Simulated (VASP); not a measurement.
A run of VASP 6.6.1:

File POSCAR:

```
W
1.0
    4.6716481920      0.0000000000      0.0000000000
   -2.3358240960      4.0457660119      0.0000000000
    0.0000000000      0.0000000000      2.5857359832
W
3
Direct
    0.0000000000      0.0000000000      0.0000000000
    0.3333333333      0.6666666667      0.5000000000
    0.6666666667      0.3333333333      0.5000000000
```

INCAR.step1

```
PREC = Accurate ; ENCUT = 520
ISMEAR = 0 ; SIGMA = 0.1
LREAL = F ; LASPH = T
NELM = 100 ; NBANDS = 28
GGA = PE ; ALGO = Normal
EDIFF = 1E-4 ; LWAVE = T
LCHARG = F
```

File INCAR.step2:

```
PREC = Accurate ; ENCUT = 520
EDIFF = 1E-6 ; ISMEAR = 0
SIGMA = 0.1 ; LREAL = F
LASPH = T ; NELM = 100
ALGO = Normal ; ISIF = 2
LWAVE = F ; LCHARG = T
METAGGA = R2SCAN ; LMIXTAU = T
LELF = T ; LVHAR = T
NBANDS = 28 ; ISTART = 1
```

The input KPOINTS:

```
regular mesh
0
Gamma
  12 12 18
```

Potentials or basis: VASP PAW PBE potentials, release 64 (W_sv).

The run is started by

```sh
$ cat potpaw_PBE.64/W_sv/POTCAR > POTCAR
$ cp INCAR.step1 INCAR
$ mpirun -np 1 vasp_std > vasp.out
$ cp INCAR.step2 INCAR
$ mpirun -np 1 vasp_std > vasp.out
```

Hardware: 1 thread of Intel Xeon 8259CL, on a shared host.

Question: Estimate the wall time of this run.

Answer: It took 14 min on 1 thread of Intel Xeon 8259CL, with other jobs on the host, peak memory 0.31 GiB. Counts: k points 190.
